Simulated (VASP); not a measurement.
A run of VASP 6.6.1 is set up as follows.

The input INCAR:

```
PREC     = Accurate       # precision mode
ENCUT    = 600            # plane-wave cutoff, eV
EDIFF    = 1E-7           # SCF threshold, eV
ISMEAR   = -1             # smearing method
SIGMA    = 0.05           # smearing width, eV
LREAL    = False          # projectors in reciprocal space
LASPH    = True           # aspherical terms in the spheres
NELM     = 80             # most SCF steps
ALGO     = Normal         # electronic algorithm
ISIF     = 3              # what is computed and relaxed
LWAVE    = False          # write WAVECAR
LCHARG   = False          # write CHGCAR
GGA      = PE             # functional
IBRION   = 2              # ionic algorithm
NSW      = 60             # ionic steps
EDIFFG   = -0.005         # ionic threshold
```

Contents of KPOINTS:

```
regular mesh
0
Gamma
  17 17 17
```

The input POSCAR:

```
Ti
1.0
    0.0000000000      2.0565919077      2.0565919077
    2.0565919077      0.0000000000      2.0565919077
    2.0565919077      2.0565919077      0.0000000000
Ti
1
Direct
    0.0000000000      0.0000000000      0.0000000000
```

Potentials or basis: VASP PAW PBE potentials, release 64 (Ti_sv).

Launch:

```sh
$ cat potpaw_PBE.64/Ti_sv/POTCAR > POTCAR
$ mpirun -np 1 vasp_std > vasp.out
```

(1) Estimate the space group after relaxing (to 0.1 Å).

(2) Predict the band gap on the k mesh.

(3) Predict the relaxed volume.

## Answers

(1) Fm-3m (No. 225).

(2) zero (bands 6 and 7 overlap by 1.35 eV).

(3) 17.34 Å³/atom.
